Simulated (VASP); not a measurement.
# W in VASP: notebook

The runs below take W through single point, with PBEsol, RPBE+D3(BJ), PBE, RPBE, BLYP+D3(BJ).

Program: VASP 6.6.1. These are calculated values, not measurements. Logs are shortened: lines on timing, memory, paths and dates and some standing lists are left out, and cuts for length are marked.

### Step 1. The cell of the first run

The typed cell holds 1 atom: a = 2.767 Å, b = 2.716 Å, c = 2.686 Å, α = 109.53°, β = 109.14°, γ = 108.09°.

### Step 2. Single point, PBEsol (the cell strained at random)

Input file INCAR:

```
  PREC = Accurate
  ENCUT = 520
  EDIFF = 1E-7
  ISMEAR = -1
  SIGMA = 0.05
  LREAL = F
  LASPH = T
  NELM = 60
  ALGO = Fast
  ISIF = 2
  LWAVE = F
  LCHARG = F
  GGA = PS
  NBANDS = 13
```

Input file KPOINTS:

```
Automatic mesh
0
Gamma
  12 12 12
```

Input file POSCAR:

```
W
1.0
   -1.5448010000      1.6150760000      1.6310250000
    1.5711460000     -1.5452470000      1.5875410000
    1.5456960000      1.5461430000     -1.5611960000
W
1
Direct
    0.0109310000      0.0077030000      0.0229730000
```

Potentials or basis: VASP PAW PBE potentials, release 64 (W_sv).

Run with:

```sh
$ cat potpaw_PBE.64/W_sv/POTCAR > POTCAR
$ mpirun -np 1 vasp_std > vasp.out
```

OUTCAR:

```text
PREC = Accurate
   ENCUT = 520
   EDIFF = 1E-7
   ISMEAR = -1
   LREAL = F
   LASPH = T
   NELM = 60
   ISIF = 2
   GGA = PS

 ion  position               nearest neighbor table
   1  0.011  0.008  0.023-

  LATTYP: Found a triclinic cell.
 ALAT       =     2.7159849909
 B/A-ratio  =     1.6341463747
 C/A-ratio  =     0.9891291719
 COS(alpha) =     0.0001775861
 COS(beta)  =     0.3342917629
 COS(gamma) =     0.8055193714

  Lattice vectors:

 A1 = (  -1.5711460000,   1.5452470000,  -1.5875410000)
 A2 = (  -3.1159470000,   3.1603230000,   0.0434840000)
 A3 = (   1.5456960000,   1.5461430000,  -1.5611960000)

Analysis of symmetry for initial positions (statically):
=====================================================================
 Subroutine PRICEL returns:
 Original cell was already a primitive cell.

 Routine SETGRP: Setting up the symmetry group for a
 triclinic supercell.

 Subroutine GETGRP returns: Found  2 space group operations
 (whereof  1 operations were pure point group operations)
 out of a pool of  2 trial point group operations.

The static configuration has the point symmetry C_1 .
 The point group associated with its full space group is S_2 .

Analysis of symmetry for dynamics (positions and initial velocities):
=====================================================================
 Subroutine PRICEL returns:
 Original cell was already a primitive cell.

 Routine SETGRP: Setting up the symmetry group for a
 triclinic supercell.

 Subroutine GETGRP returns: Found  2 space group operations
 (whereof  1 operations were pure point group operations)
 out of a pool of  2 trial point group operations.

The dynamic configuration has the point symmetry C_1 .
 The point group associated with its full space group is S_2 .

 Subroutine INISYM returns: Found  2 space group operations
 (whereof  1 operations are pure point group operations),
 and found     1 'primitive' translations

----------------------------------------------------------------------------------------

                                     Primitive cell

  volume of cell :      15.8476

  direct lattice vectors                    reciprocal lattice vectors
    -1.544801000  1.615076000  1.631025000    -0.002658571  0.309619246  0.304001732
     1.571146000 -1.545247000  1.587541000     0.318234142 -0.006898941  0.308242201
     1.545696000  1.546143000 -1.561196000     0.320826823  0.316452501 -0.009491725

  length of vectors
     2.766789324  2.715984991  2.686459985     0.433921880  0.443095722  0.450735098

  position of ions in fractional coordinates (direct lattice)
     0.010931000  0.007703000  0.022973000

  ion indices of the primitive-cell ions
   primitive index   ion index
                 1           1

----------------------------------------------------------------------------------------

 KPOINTS: Automatic mesh

Automatic generation of k-mesh.
 Grid dimensions read from file:
 generate k-points for:   12   12   12

 Generating k-lattice:

  Cartesian coordinates                     Fractional coordinates (reciprocal lattice)
    -0.000221548  0.025801604  0.025333478     0.083333333 -0.000000000  0.000000000
     0.026519512 -0.000574912  0.025686850     0.000000000  0.083333333 -0.000000000
     0.026735569  0.026371042 -0.000790977     0.000000000  0.000000000  0.083333333

  Length of vectors
     0.036160157  0.036924644  0.037561258

  Shift w.r.t. Gamma in fractional coordinates (k-lattice)
     0.000000000  0.000000000  0.000000000

 Subroutine IBZKPT returns following result:
 ===========================================

 Found    868 irreducible k-points:

 Following reciprocal coordinates:
            Coordinates               Weight
  0.000000  0.000000  0.000000      1.000000
  0.083333  0.000000  0.000000      2.000000
  0.166667  0.000000  0.000000      2.000000
  0.250000  0.000000  0.000000      2.000000
  0.333333  0.000000  0.000000      2.000000
  0.416667  0.000000  0.000000      2.000000
[... 16 lines left out ...]
  0.250000  0.166667  0.000000      2.000000
  0.333333  0.166667  0.000000      2.000000
 [... further k-points ...]
   k-points           NKPTS =    868   k-points in BZ     NKDIM =    868   number of bands    NBANDS=     13
   number of dos      NEDOS =    301   number of ions     NIONS =      1
   total plane-waves  NPLWV =   9600
   dimension x,y,z NGX =    24 NGY =   20 NGZ =   20
   dimension x,y,z NGXF=    48 NGYF=   40 NGZF=   40
   ions per type =               1
   NGX,Y,Z   is equivalent  to a cutoff of  14.42, 12.24, 12.38 a.u.
   NGXF,Y,Z  is equivalent  to a cutoff of  28.84, 24.48, 24.75 a.u.
 SYSTEM =  unknown system
   PREC   = accura    normal or accurate (medium, high low for compatibility)
   ISTART =      0    job   : 0-new  1-cont  2-samecut
   ICHARG =      2    charge: 1-file 2-atom 10-const
   ISPIN  =      1    spin polarized calculation?
   LNONCOLLINEAR =      F non collinear calculations
   LSORBIT =      F    spin-orbit coupling
   LASPH  =      T    aspherical Exc in radial PAW
   ENCUT  =  520.0 eV  38.22 Ry    6.18 a.u.   5.14  5.05  5.00*2*pi/ulx,y,z
   NELM   =     60;   NELMIN=  2; NELMDL= -5     # of ELM steps
   EDIFF  = 0.1E-06   stopping-criterion for ELM
   LREAL  =      F    real-space projection
   EDIFFG = 0.1E-05   stopping-criterion for IOM
   NSW    =      0    number of steps for IOM
   IBRION =     -1    ionic relax: 0-MD 1-quasi-New 2-CG
   NFREE  =      0    steps in history (QN), initial steepest desc. (CG)
   ISIF   =      2    stress and relaxation
   ISYM   =      2    0-nonsym 1-usesym 2-fastsym
   POTIM  = 0.5000    time-step for ionic-motion
   TEBEG  =    0.0;   TEEND  =   0.0 temperature during run
   PSTRESS=    0.0 pullay stress
   NELECT =      14.0000    total number of electrons
   NUPDOWN=      -1.0000    fix difference up-down
   EMIN   =  10.00;   EMAX   =-10.00  energy-range for DOS
   EFERMI =   0.00;   METHOD = LEGACY
   ISMEAR =    -1;   SIGMA  =   0.05  broadening in eV -4-tet -1-fermi 0-gaus
   EFERMI_NEDOS =   21; number of points for ismear=-14 and -15
   IALGO  =     68    algorithm
   IMIX   =      4    mixing-type and parameters
     AMIX     =   0.40;   BMIX     =  1.00
     AMIX_MAG =   1.60;   BMIX_MAG =  1.00
  volume/ion in A,a.u.               =      15.85       106.94
  Fermi-wavevector in a.u.,A,eV,Ry     =   1.570832  2.968441 33.572542  2.467512
  Thomas-Fermi vector in A             =   2.672506
   LORBIT       =      0    0 simple, 1 ext, 2 COOP (PROOUT), +10 PAW based schemes
   GGA     = PS    functional components
   LHFCALC =     F    Hartree Fock is set to
   AEXX    =    0.0000 exact exchange contribution
   IVDW    =     0    specifies the selected vdW correction
   LEPSILON=     F    determine dielectric tensor
   LRPA    =     F    only Hartree local field effects (RPA)
 non-spin polarized calculation
 RMM-DIIS sequential band-by-band and
  energy-cutoff  :      520.00
  volume of cell :       15.85
 maximum number of plane-waves:       438
 NGX is ok and might be reduce to    24

 number of electron      14.0000001 magnetization

 Free energy of the ion-electron system (eV)
  ---------------------------------------------------
  ext. energy  EPLUGINS =         0.00000000
  ---------------------------------------------------
  free energy    TOTEN  =       -13.78331506 eV

  energy without entropy =      -13.77906931  energy(sigma->0) =      -13.78119219

 E-fermi :  11.2312     XC(G=0): -13.7598

 val. band max:       11.2263287549   @ k =  -0.1667  -0.3333   0.2500
 cond. band min:      11.2327116991   @ k =   0.4167   0.0000   0.5000
 fundamental gap:      0.0063829442
 Fermi energy:        11.2311937882

 k-point     1 :       0.0000    0.0000    0.0000
  band No.  band energies     occupation
      1     -62.8620      2.00000
      2     -26.4996      2.00000
      3     -26.4084      2.00000
      4     -26.3412      2.00000
      5       1.6264      2.00000
      6       9.6856      2.00000
      7       9.8336      2.00000
      8      10.5757      2.00000
      9      13.3402      0.00000
     10      13.7770      0.00000
     11      25.2442      0.00000
     12      26.0467      0.00000
     13      26.2273      0.00000

 k-point     2 :       0.0833    0.0000    0.0000
  band No.  band energies     occupation
      1     -62.8545      2.00000
      2     -26.5827      2.00000
      3     -26.4322      2.00000
      4     -26.3434      2.00000
      5       1.9391      2.00000
      6       9.5550      2.00000
      7       9.7226      2.00000
      8      10.8536      1.99895
      9      13.1736      0.00000
     10      13.7733      0.00000
     11      25.9101      0.00000
     12      26.3273      0.00000
     13      26.6965      0.00000

 k-point     3 :       0.1667    0.0000    0.0000
  band No.  band energies     occupation
      1     -62.8339      2.00000
      2     -26.8094      2.00000
      3     -26.4945      2.00000
      4     -26.3470      2.00000
      5       2.7948      2.00000
      6       9.1719      2.00000
      7       9.4076      2.00000
      8      11.7019      0.00016
      9      12.9627      0.00000
     10      13.8272      0.00000
     11      26.5622      0.00000
     12      27.3358      0.00000
     13      28.1352      0.00000
[... 305 lines left out ...]
 k-point    23 :       0.2500    0.1667    0.0000
  band No.  band energies     occupation
      1     -62.7638      2.00000
      2     -27.3662      2.00000
      3     -26.7927      2.00000
      4     -26.4334      2.00000
      5       5.5648      2.00000
      6       8.2387      2.00000
      7       8.7931      2.00000
      8      13.0515      0.00000
      9      14.3720      0.00000
     10      15.9269      0.00000
     11      23.6894      0.00000
     12      26.6181      0.00000
     13      29.3269      0.00000

 k-point    24 :       0.3333    0.1667    0.0000
  band No.  band energies     occupation
      1     -62.7450      2.00000
      2     -27.5124      2.00000
      3     -26.8797      2.00000
      4     -26.4444      2.00000
      5       5.8526      2.00000
      6       8.0521      2.00000
      7       9.5140      2.00000
      8      13.3219      0.00000
      9      14.5934      0.00000
     10      17.7170      0.00000
     11      21.6201      0.00000
     12      25.1777      0.00000
     13      28.2392      0.00000

 [... further k-points ...]
[... 5 lines left out ...]
  --------------------------------------------------------------------------------------
  -------------------------------------------------------------------------------------
  Total        0.3439750     -0.2224217     -0.7566678      0.0609215     -0.5983931     -0.2061068
  in kB       34.7755432    -22.4866230    -76.4983915      6.1591038    -60.4969673    -20.8371959
  external PRESSURE =     -21.4031571 kB  Pullay stress =       0.0000000 kB

 VOLUME and BASIS-vectors are now :
 -----------------------------------------------------------------------------
  energy-cutoff  :      520.00
  volume of cell :       15.85
      direct lattice vectors                 reciprocal lattice vectors
    -1.544801000  1.615076000  1.631025000    -0.002658571  0.309619246  0.304001732
     1.571146000 -1.545247000  1.587541000     0.318234142 -0.006898941  0.308242201
     1.545696000  1.546143000 -1.561196000     0.320826823  0.316452501 -0.009491725

 POSITION                                       TOTAL-FORCE (eV/Angst)
 -----------------------------------------------------------------------------------
      0.03073      0.04127     -0.00581        -0.000000      0.000000      0.000000
 -----------------------------------------------------------------------------------
    total drift:                                0.000006      0.000002      0.000004

  FREE ENERGIE OF THE ION-ELECTRON SYSTEM (eV)
  ---------------------------------------------------
  free  energy   TOTEN  =       -13.7833150634 eV

  energy  without entropy=      -13.7790693090  energy(sigma->0) =      -13.78119219
```

Wall time 56 s (1 thread of Intel Xeon 6975P-C (Granite Rapids), shared host); peak memory 0.26 GiB.

What came out:

```yaml
Free_energy: -13.7833 eV
Pressure: -2.1 GPa
Band_gap_on_the_k_mesh: zero (band 7 reaches 15.90 eV, above the bottom of band 8 at 10.40 eV)
```

Stress tensor (GPa, compression positive):
```
 3.48  0.62 -2.08
 0.62 -2.25 -6.05
-2.08 -6.05 -7.65
```

Caveat: the cell differs from its parent crystal (the cell strained at random); the PAW data sets were made with another functional, which shifts forces and pressure a little; spin-orbit coupling is left out, which moves the levels of the heavy elements.

### Step 3. Single point, RPBE+D3(BJ)

This run uses another cell than the first one, of 14.06 Å³/atom, 0.887 times its volume.

Input file INCAR:

```
SYSTEM = W
PREC = Accurate
ENCUT = 520
EDIFF = 1E-6
ISMEAR = -1
SIGMA = 0.05
LREAL = .FALSE.
LASPH = .TRUE.
NELM = 80
ALGO = Normal
ISIF = 2
LWAVE = .FALSE.
LCHARG = .FALSE.
GGA = RP
IVDW = 12
NBANDS = 13
```

Input file KPOINTS:

```
Automatic mesh
0
G
  12 12 12
  0 0 0
```

Input file POSCAR:

```
W
1.0
   -1.5202985035      1.5202985035      1.5202985035
    1.5202985035     -1.5202985035      1.5202985035
    1.5202985035      1.5202985035     -1.5202985035
W
1
Direct
    0.0000000000      0.0000000000      0.0000000000
```

Potentials or basis: VASP PAW PBE potentials, release 64 (W_sv).

Run with:

```sh
$ cat potpaw_PBE.64/W_sv/POTCAR > POTCAR
$ mpirun -np 1 vasp_std > vasp.out
```

Wall time 4.5 s (1 thread of AMD EPYC 9R45 (Zen 5), shared host); peak memory 0.11 GiB.

It converged, with:

| Item | Value |
| --- | --- |
| Free energy | -17.4231 eV |
| Pressure | 1.5 GPa |
| Band gap on the k mesh | zero (band 7 reaches 19.46 eV, above the bottom of band 8 at 11.92 eV) |
| Dispersion energy per atom | -5.403 eV |

Levels at points of the mesh, in eV from the Fermi level:
| k point | band 4 | band 5 | band 6 | band 7 | band 8 | band 9 | band 10 | band 11 |
| --- | --- | --- | --- | --- | --- | --- | --- | --- |
| (0.00, 0.00, 0.00) | -37.43 | -10.33 | -1.48 | -1.48 | -1.48 | 2.53 | 2.53 | 14.69 |
| (0.50, 0.00, 0.00) | -37.45 | -7.15 | -4.23 | 1.13 | 2.52 | 3.66 | 7.28 | 11.71 |
| (0.50, 0.50, 0.50) | -38.73 | -6.92 | -6.92 | 6.07 | 6.07 | 6.07 | 9.25 | 9.25 |

Caveat: the PAW data sets were made with another functional, which shifts forces and pressure a little; spin-orbit coupling is left out, which moves the levels of the heavy elements; pairwise dispersion overbinds metals, which lowers pressure and volume.

### Step 4. Single point, PBE

This run uses another cell than the first one, of the same volume but with other edges.

Input file INCAR:

```
SYSTEM = W
  PREC = Accurate
  ENCUT = 520
  EDIFF = 1E-6
  ISMEAR = 0
  SIGMA = 0.1
  LREAL = .False.
  LASPH = .True.
  NELM = 80
  ALGO = Normal
  ISIF = 2
  LWAVE = .False.
  LCHARG = .False.
  GGA = PE
  NBANDS = 13
```

Input file KPOINTS:

```
Automatic mesh
0
Gamma
  12 12 12
  0 0 0
```

Input file POSCAR:

```
W
1.0
   -1.5823450000      1.5823450000      1.5823450000
    1.5823450000     -1.5823450000      1.5823450000
    1.5823450000      1.5823450000     -1.5823450000
W
1
Direct
    0.0000000000      0.0000000000      0.0000000000
```

Run with:

```sh
$ cat potpaw_PBE.64/W_sv/POTCAR > POTCAR
$ mpirun -np 1 vasp_std > vasp.out
```

Wall time 4.4 s (1 thread of AMD EPYC 9R45 (Zen 5), shared host); peak memory 0.1 GiB.

The run converged. Its results:

* Free energy: -12.9498 eV
* Pressure: 6.5 GPa
* Band gap on the k mesh: zero (band 7 reaches 16.61 eV, above the bottom of band 8 at 10.22 eV)

Levels at points of the mesh, in eV from the Fermi level:
| k point | band 4 | band 5 | band 6 | band 7 | band 8 | band 9 | band 10 | band 11 |
| --- | --- | --- | --- | --- | --- | --- | --- | --- |
| (0.00, 0.00, 0.00) | -37.66 | -9.55 | -1.14 | -1.14 | -1.14 | 2.35 | 2.35 | 14.61 |
| (0.50, 0.00, 0.00) | -37.66 | -6.19 | -3.48 | 0.77 | 2.25 | 3.23 | 6.24 | 11.18 |
| (0.50, 0.50, 0.50) | -38.56 | -5.74 | -5.74 | 5.26 | 5.26 | 5.26 | 8.34 | 8.34 |

Caveat: spin-orbit coupling is left out, which moves the levels of the heavy elements.

### Step 5. Single point, RPBE

This run uses another cell than the first one, of the same volume but with other edges.

Input file INCAR:

```
SYSTEM = W
ALGO     = Normal         ! electronic algorithm
EDIFF    = 1E-6           ! SCF threshold, eV
ENCUT    = 520            ! plane-wave cutoff, eV
GGA      = RP             ! functional
ISIF     = 2              ! what is computed and relaxed
ISMEAR   = -1             ! smearing method
LASPH    = .TRUE.         ! aspherical terms in the spheres
LCHARG   = .TRUE.         ! write CHGCAR
LELF     = .TRUE.         ! ELF
LREAL    = .FALSE.        ! projectors in reciprocal space
LVHAR    = .TRUE.       
LWAVE    = .FALSE.        ! write WAVECAR
NBANDS   = 13             ! bands
NELM     = 80             ! most SCF steps
PREC     = Accurate       ! precision mode
SIGMA    = 0.05           ! smearing width, eV
```

Input file KPOINTS:

```
k-points
0
G
  12 12 12
  0 0 0
```

POSCAR is that of step 4.

Run with:

```sh
$ cat potpaw_PBE.64/W_sv/POTCAR > POTCAR
$ mpirun -np 1 vasp_std > vasp.out
```

Run time: 4.6 s. Hardware: 1 thread of AMD EPYC 9R45 (Zen 5), shared host; peak memory 0.1 GiB.

The run converged. Its results:

```
Free energy            : -12.3901 eV
Pressure               : 10.3 GPa
Band gap on the k mesh : zero (band 7 reaches 16.70 eV, above the bottom of band 8 at 10.31 eV)
```

Levels at points of the mesh, in eV from the Fermi level:
```
           k point  band 4  band 5  band 6  band 7  band 8  band 9  band 10  band 11
(0.00, 0.00, 0.00)  -37.68   -9.54   -1.13   -1.13   -1.13    2.38     2.38    14.58
(0.50, 0.00, 0.00)  -37.69   -6.18   -3.47    0.74    2.27    3.25     6.24    11.20
(0.50, 0.50, 0.50)  -38.58   -5.73   -5.73    5.26    5.26    5.26     8.32     8.32
```

Caveat: the PAW data sets were made with another functional, which shifts forces and pressure a little; spin-orbit coupling is left out, which moves the levels of the heavy elements.

### Step 6. Single point, BLYP+D3(BJ)

This run uses another cell than the first one, of 15.72 Å³/atom, 0.992 times its volume.

Input file INCAR:

```
SYSTEM = W
PREC = Accurate
ENCUT = 520
EDIFF = 1E-6
ISMEAR = -1
SIGMA = 0.05
LREAL = .FALSE.
LASPH = .TRUE.
NELM = 80
ALGO = Normal
ISIF = 2
LWAVE = .FALSE.
LCHARG = .FALSE.
GGA = B5
ALDAX = 1.0
AGGAX = 1.0
AGGAC = 1.0
ALDAC = 0.0
IVDW = 12
VDW_S6 = 1.0
VDW_S8 = 2.6996
VDW_A1 = 0.4298
VDW_A2 = 4.2359
NBANDS = 13
```

Input file KPOINTS:

```
Automatic mesh
0
G
  12 12 12
  0 0 0
```

Input file POSCAR:

```
W
1.0
   -1.5780052014      1.5780052014      1.5780052014
    1.5780052014     -1.5780052014      1.5780052014
    1.5780052014      1.5780052014     -1.5780052014
W
1
Direct
    0.0000000000      0.0000000000      0.0000000000
```

Potentials or basis: VASP PAW PBE potentials, release 64 (W_sv).

Run with:

```sh
$ cat potpaw_PBE.64/W_sv/POTCAR > POTCAR
$ mpirun -np 1 vasp_std > vasp.out
```

Wall time 7.1 s (1 thread of AMD EPYC 9R45 (Zen 5), shared host); peak memory 0.11 GiB.

The run converged. Its results:

| Item | Value |
| --- | --- |
| Free energy | -12.9403 eV |
| Pressure | 1.9 GPa |
| Band gap on the k mesh | zero (band 7 reaches 17.27 eV, above the bottom of band 8 at 10.82 eV) |
| Dispersion energy per atom | -1.719 eV |

Levels at points of the mesh, in eV from the Fermi level:
```tsv
k point	band 3	band 4	band 5	band 6	band 7	band 8	band 9	band 10	band 11	band 12
(0.00, 0.00, 0.00)	-37.55	-37.55	-9.47	-1.32	-1.32	-1.32	2.23	2.23	14.71	14.71
(0.50, 0.00, 0.00)	-37.99	-37.56	-6.26	-3.65	1.01	2.11	3.08	6.12	11.22	11.74
(0.50, 0.50, 0.50)	-38.50	-38.50	-5.85	-5.85	5.13	5.13	5.13	8.53	8.53	8.53
```

Caveat: the PAW data sets were made with another functional, which shifts forces and pressure a little; spin-orbit coupling is left out, which moves the levels of the heavy elements; pairwise dispersion overbinds metals, which lowers pressure and volume.

### Step 7. Overview

| level | cell | smearing | gap on the mesh (eV) | pressure (GPa) |
| --- | --- | --- | --- | --- |
| PBEsol | a = 2.767, b = 2.716, c = 2.686 Å, angles 109.5, 109.1, 108.1°, 1 atom | fermi-dirac 0.05 eV | none | -2.1 |
| RPBE+D3(BJ) | a = 2.633 Å, angles 109.5°, 1 atom | fermi-dirac 0.05 eV | none | 1.5 |
| PBE | a = 2.741 Å, angles 109.5°, 1 atom | gaussian 0.1 eV | none | 6.5 |
| RPBE | a = 2.741 Å, angles 109.5°, 1 atom | fermi-dirac 0.05 eV | none | 10.3 |
| BLYP+D3(BJ) | a = 2.733 Å, angles 109.5°, 1 atom | fermi-dirac 0.05 eV | none | 1.9 |

Alike in all rows: task single point; potentials or basis VASP PAW PBE potentials, release 64 (W_sv); no spin polarisation; k mesh 12 × 12 × 12; cutoff (eV) 520.

Caveats: spin-orbit coupling is left out, which moves the levels of the heavy elements; the PAW data sets were made with another functional, which shifts forces and pressure a little (some runs); pairwise dispersion overbinds metals, which lowers pressure and volume (some runs).

Absolute energies hang on the potentials; compare differences alone.
